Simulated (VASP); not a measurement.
Write the native input for VASP 6.6.1 that does the following.

| Property | Result |
| --- | --- |
| Task | single point |
| Functional | PBE |
| Potentials or basis | VASP PAW PBE potentials, release 64 (Cu, O) |
| Cutoff | 520 eV |
| k mesh | 6 × 6 × 1 |
| Occupations | gaussian, width 0.1 eV |
| Spin | collinear spin, ferromagnetic start |
| Starting moments | [1.0, 0.0] μB |
| Dipole correction | yes |
| Further INCAR settings | ALGO = Normal; EDIFF = 1e-06; NBANDS = 20 |

The structure of CuO lies in POSCAR:

```
CuO
1.0
    3.1870780095     -0.0045694192      0.0000000000
   -1.5882153904      2.7677904319      0.0000000000
    0.0000000000      0.0000000000     23.9297854000
Cu O
1 1
Direct
    0.9938995867      0.9942689098      0.3134183886
    0.6608469333      0.3282125802      0.3134154818
```

These files were run (other wordings do the same):

INCAR

```
SYSTEM = CuO
PREC = Accurate
ENCUT = 520
EDIFF = 1E-6
ISMEAR = 0
SIGMA = 0.1
LREAL = .False.
LASPH = .True.
NELM = 150
ALGO = Normal
ISIF = 2
LWAVE = .False.
LCHARG = .False.
ISPIN = 2
MAGMOM = 1 0
LORBIT = 11
LMAXMIX = 4
LDIPOL = .True.
IDIPOL = 3
DIPOL = 0.5 0.5 0.313
GGA = PE
NBANDS = 20
```

KPOINTS

```
Automatic mesh
0
Gamma
  6 6 1
  0 0 0
```

Potentials or basis: VASP PAW PBE potentials, release 64 (Cu, O).

Run with:

```sh
$ cat potpaw_PBE.64/Cu/POTCAR potpaw_PBE.64/O/POTCAR > POTCAR
$ mpirun -np 1 vasp_std > vasp.out
```

It gave:

```
Largest force                                         : 0.007 eV/Å
Net moment                                            : 0.16 μB per cell
Site moments                                          : Cu +0.09; O +0.06 μB
Valence electrons inside the program's atomic spheres : Cu 9.95; O 4.97
```

Caveat: the k points lie up to 0.38 Å⁻¹ apart.

It used 590 s of CPU time on 1 thread of AMD EPYC 7R13 Processor (Zen 3), on a shared host.
